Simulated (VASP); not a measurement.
The system is GaP (zincblende type).

```
Ga P
1.0
     0.00000    2.71033    2.71033
     2.71033    0.00000    2.71033
     2.71033    2.71033    0.00000
Ga P
1 1
Direct
  0.00000 0.00000 0.00000
  0.25000 0.25000 0.25000
```

| Item | Value |
| --- | --- |
| Program | VASP 6.6.1 |
| Task | relaxation of cell and atoms |
| Functional | PBE |
| Potentials or basis | VASP PAW PBE potentials, release 64 (Ga_d, P) |
| Cutoff | 500 eV |
| k mesh | 11 × 11 × 11 |
| Occupations | fermi-dirac, width 0.02 eV |
| Spin | no spin polarisation |

At the start: pressure 4.0 GPa; volume 19.91 Å³/atom.

Q: How do energy, volume and symmetry change on relaxing?

A: Over 3 steps the energy falls by 11.2 meV/atom and the volume is 20.86 Å³/atom (+4.8 %); space group F-43m (No. 216, to 0.05 Å).

Step by step:
| step | energy change (eV) | largest force (eV/Å) | pressure (GPa) | volume (Å³) |
| --- | --- | --- | --- | --- |
| 1 | 0.0000 | 0.0000 | 3.96 | 39.82 |
| 2 | -0.0168 | 0.0000 | -1.73 | 42.73 |
| 3 | -0.0224 | 0.0000 | 0.00 | 41.71 |

Final structure:
```xyz
2
Lattice="0.0000 2.7526 2.7526 2.7526 0.0000 2.7526 2.7526 2.7526 0.0000" Properties=species:S:1:pos:R:3 pbc="T T T"
Ga    0.0000    0.0000    0.0000
P     1.3763    1.3763    1.3763
```
